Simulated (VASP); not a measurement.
Here is a VASP 6.6.1 calculation.

Contents of INCAR:

```
SYSTEM = Cr
ALGO = Normal
EDIFF = 1E-6
ENCUT = 520
GGA = PE
ISIF = 2
ISMEAR = -1
LASPH = .TRUE.
LCHARG = .TRUE.
LELF = .TRUE.
LREAL = .FALSE.
LVHAR = .TRUE.
LWAVE = .FALSE.
NBANDS = 19
NELM = 100
PREC = Accurate
SIGMA = 0.1
```

The input KPOINTS:

```
k-points
0
G
  24 24 12
  0 0 0
```

POSCAR

```
Cr
1.0
    2.5853770856      0.0000000000      0.0000000000
   -1.2926885428      2.2390022345      0.0000000000
    0.0000000000      0.0000000000      4.6161650635
Cr
2
Direct
    0.3333333333      0.6666666667      0.2500000000
    0.6666666667      0.3333333333      0.7500000000
```

Potentials or basis: VASP PAW PBE potentials, release 64 (Cr_pv).

The run is started by

```bash
$ cat potpaw_PBE.64/Cr_pv/POTCAR > POTCAR
$ mpirun -np 1 vasp_std > vasp.out
```

(1) Estimate the band gap on the k mesh.

(2) What does it give for the pressure?

Answers

(1) zero (band 12 reaches 9.71 eV, above the bottom of band 13 at 8.63 eV).

(2) -21.2 GPa.

Caveat: the run has no spin polarisation, though such a crystal can be magnetic.
